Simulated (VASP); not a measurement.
**In3O2: single point with PBE**

Crystal: In3O2.

```
CELL_PARAMETERS angstrom
3.99336 0.00000 0.00000
-1.99668 3.45835 0.00000
0.00000 0.00000 6.21302
ATOMIC_POSITIONS crystal
In 0.00000 0.00000 0.00000
In 0.33333 0.66667 0.64500
In 0.66667 0.33333 0.35500
O 0.33333 0.66667 0.24500
O 0.66667 0.33333 0.75500
```

```yaml
Program: VASP 6.6.1
Task: single point
Functional: PBE
Potentials_or_basis: VASP PAW PBE potentials, release 64 (In_d, O)
Cutoff: 520 eV
k_mesh: 6 × 6 × 4
Occupations: gaussian, width 0.1 eV
Spin: no spin polarisation
```

```yaml
Pressure: 8.6 GPa
Largest_force: 1.122 eV/Å
```

Forces on the atoms (eV/Å):
```
In   0.000  0.000  0.000
In   0.000  0.000  1.122
In   0.000  0.000 -1.122
O    0.000  0.000  0.089
O    0.000  0.000 -0.089
```

Stress tensor (GPa, compression positive):
```
 6.85  0.00  0.00
 0.00  6.85  0.00
 0.00  0.00 12.15
```

Levels at points of the mesh, in eV from the Fermi level:
```
           k point  band 22  band 23  band 24  band 25  band 26  band 27  band 28  band 29
(0.00, 0.00, 0.00)    -3.86    -3.86    -3.61    -3.19     0.17     3.54     3.54     4.31
(0.50, 0.00, 0.00)    -4.64    -4.09    -2.06    -1.99     0.02     0.63     2.04     2.29
(0.00, 0.00, 0.50)    -3.81    -3.81    -3.08    -3.07     1.27     1.43     2.94     2.94
(0.50, 0.00, 0.50)    -4.54    -4.15    -2.89    -1.54     0.05     0.23     2.29     3.00
```

Run time: 86 s on 1 thread of AMD EPYC 7R43 64-Core Processor (Zen 3), with other jobs on the host, peak memory 0.18 GiB.

Caveat: spin-orbit coupling is left out, which moves the levels of the heavy elements; an odd number of electrons without spin polarisation forces a metal; a magnetic or distorted state may lie lower.
